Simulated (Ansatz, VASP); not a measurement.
## Sn: VASP beside Ansatz

```xyz
2
Lattice="0.0000 3.2883 3.2883 3.2883 0.0000 3.2883 3.2883 3.2883 0.0000" Properties=species:S:1:pos:R:3 pbc="T T T"
Sn    3.2883    3.2883    3.2883
Sn    4.9325    4.9325    4.9325
```

Change from the starting cell: volume scaled by 1.04, PAW files.

Alike in both runs: task electric field gradients; functional PBE; k mesh 9 × 9 × 9; occupations fermi-dirac, width 0.03 eV; no spin polarisation.

|  | VASP | Ansatz |
| --- | --- | --- |
| version | VASP 6.6.1 | Ansatz 0.2.0 |
| potentials or method | VASP PAW PBE potentials, release 64 (Sn_d) | PAW with Ansatz's default frozen-core files, scalar-relativistic |
| plane-wave cutoff (eV) | 520 | 420 |
| valence electrons in the cell | 28 | 28 |

```tsv
	VASP	Ansatz	Ansatz less VASP
pressure (GPa)	1.3	1.4	+0.05
```

With one functional, cell and mesh, what is left measures potentials, basis and numerics.
